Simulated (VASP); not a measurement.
**Rb: single point with PBE**

Crystal: Rb.

```
Rb
1.0
     2.50313    1.44519   11.80643
    -2.50313    1.44519   11.80643
     0.00000   -2.89037   11.80643
Rb
3
Direct
  0.00000 0.00000 0.00000
  0.77985 0.77985 0.77985
  0.22015 0.22015 0.22015
```

This cell differs from its parent crystal: K replaced by Rb, lengths x 1.050, strained.

```json
{
  "Program": "VASP 6.6.1",
  "Task": "single point",
  "Functional": "PBE",
  "Potentials or basis": "VASP PAW PBE potentials, release 64 (Rb_sv)",
  "Cutoff": "520 eV",
  "k mesh": "12 × 12 × 12",
  "Occupations": "gaussian, width 0.1 eV",
  "Spin": "no spin polarisation",
  "Dipole correction": "no",
  "Further INCAR settings": "ALGO = Normal; EDIFF = 1e-07; NBANDS = 20"
}
```

```yaml
Pressure: 0.2 GPa
Largest_force: 0.054 eV/Å
Band_gap_on_the_k_mesh: zero (an odd number of electrons rules out a gap without spin polarisation)
```

Forces on the atoms (eV/Å):
```
Rb   0.000  0.000  0.000
Rb   0.000  0.000 -0.054
Rb   0.000  0.000  0.054
```

Stress tensor (GPa, compression positive):
```
0.17 0.00 0.00
0.00 0.17 0.00
0.00 0.00 0.31
```

Levels at points of the mesh, in eV from the Fermi level:
```
           k point  band 11  band 12  band 13  band 14  band 15  band 16  band 17  band 18
(0.00, 0.00, 0.00)   -12.90   -12.90    -2.06    -0.81    -0.77     1.80     1.92     3.41
(0.50, 0.00, 0.00)   -12.92   -12.92     0.02     0.26     0.48     1.01     1.17     1.43
(0.50, 0.50, 0.00)   -12.93   -12.92     0.13     0.24     0.36     0.81     1.28     1.63
(0.50, 0.50, 0.50)   -12.90   -12.90    -1.74    -1.69     0.21     0.82     3.01     3.16
```

Wall time 78 min on 1 thread of Intel(R) Xeon(R) Platinum 8375C CPU @ 2.90GHz (Ice Lake) (shared host), peak memory 1.7 GiB.

Caveat: the cell differs from its parent crystal (K replaced by Rb, lengths x 1.050, strained).
